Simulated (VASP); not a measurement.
## In2O3: relaxation of the atoms with PBE

The system is In2O3.

```
In O
1.0
     2.74350    1.58396    4.83667
    -2.74350    1.58396    4.83667
     0.00000   -3.16792    4.83667
In O
4 6
Direct
  0.35731 0.35731 0.35731
  0.14269 0.14269 0.14269
  0.64269 0.64269 0.64269
  0.85731 0.85731 0.85731
  0.54800 0.95200 0.25000
  0.25000 0.54800 0.95200
  0.95200 0.25000 0.54800
  0.45200 0.04800 0.75000
  0.75000 0.45200 0.04800
  0.04800 0.75000 0.45200
```

| Quantity | Value |
| --- | --- |
| Program | VASP 6.6.1 |
| Task | relaxation of the atoms |
| Functional | PBE |
| Potentials or basis | VASP PAW PBE potentials, release 64 (In_d, O) |
| Cutoff | 520 eV |
| k mesh | 4 × 4 × 4 |
| Occupations | fermi-dirac, width 0.02 eV |
| Spin | no spin polarisation |
| Dipole correction | no |
| Further INCAR settings | ALGO = Normal; EDIFF = 1e-06; IBRION = 2; EDIFFG = -0.02; NSW = 80 |

The energy gained by relaxing is 0.5 meV/atom, the ionic steps are 5 and the pressure after relaxing is 8.8 GPa. The largest force after relaxing is 0.009 eV/Å. The band gap on the k mesh is 1.29 eV (least direct gap 1.31 eV).

Forces in eV/Å, atoms in the order of the input:
```
In   0.000  0.000  0.009
In   0.000  0.000 -0.009
In   0.000  0.000 -0.009
In   0.000  0.000  0.009
O    0.001  0.000  0.000
O    0.000  0.001  0.000
O    0.000 -0.001  0.000
O   -0.001  0.000  0.000
O    0.000 -0.001  0.000
O    0.000  0.001  0.000
```

Stress tensor (GPa, compression positive):
```
9.42 0.00 0.00
0.00 9.42 0.00
0.00 0.00 7.71
```

Step by step:
| step | energy change (eV) | largest force (eV/Å) | pressure (GPa) |
| --- | --- | --- | --- |
| 1 | 0.0000 | 0.1390 | 8.95 |
| 2 | -0.0037 | 0.0542 | 8.92 |
| 3 | -0.0041 | 0.0775 | 8.92 |
| 4 | -0.0050 | 0.0301 | 8.86 |
| 5 | -0.0052 | 0.0089 | 8.85 |

Final structure:
```cif
data_structure
_symmetry_space_group_name_H-M 'P 1'
_symmetry_Int_Tables_number 1
_cell_length_a 5.7818
_cell_length_b 5.7818
_cell_length_c 5.7818
_cell_angle_alpha 56.655
_cell_angle_beta 56.655
_cell_angle_gamma 56.655
_cell_volume 126.11
loop_
_atom_site_label
_atom_site_type_symbol
_atom_site_fract_x
_atom_site_fract_y
_atom_site_fract_z
_atom_site_occupancy
In1 In 0.35776 0.35776 0.35776 1
In2 In 0.14224 0.14224 0.14224 1
In3 In 0.64224 0.64224 0.64224 1
In4 In 0.85776 0.85776 0.85776 1
O1 O 0.54582 0.95418 0.25000 1
O2 O 0.25000 0.54582 0.95418 1
O3 O 0.95418 0.25000 0.54582 1
O4 O 0.45418 0.04582 0.75000 1
O5 O 0.75000 0.45418 0.04582 1
O6 O 0.04582 0.75000 0.45418 1
```

Levels at points of the mesh, in eV from the valence-band top:
```
           k point  band 40  band 41  band 42  band 43  band 44  band 45  band 46  band 47  band 48  band 49
(0.00, 0.00, 0.00)    -0.38    -0.26    -0.26    -0.02    -0.02     1.29     5.54     6.30     7.30     9.28
(0.50, 0.00, 0.00)    -0.91    -0.72    -0.72    -0.05    -0.05     4.98     4.98     5.92     5.92     8.45
(0.50, 0.50, 0.00)    -0.84    -0.55    -0.33    -0.08    -0.03     5.22     5.54     6.50     6.55     7.38
(0.50, 0.50, 0.50)    -1.09    -0.17    -0.17    -0.17    -0.17     4.43     4.43     7.22     7.22     8.32
```

Wall time 10 min on 1 thread of Oxide Virtual Turin-like Processor, on a shared host, peak memory 0.32 GiB.

Caveat: spin-orbit coupling is left out, which moves the levels of the heavy elements. Expect the measured gap to be larger: semilocal functionals such as PBE lack the derivative discontinuity.
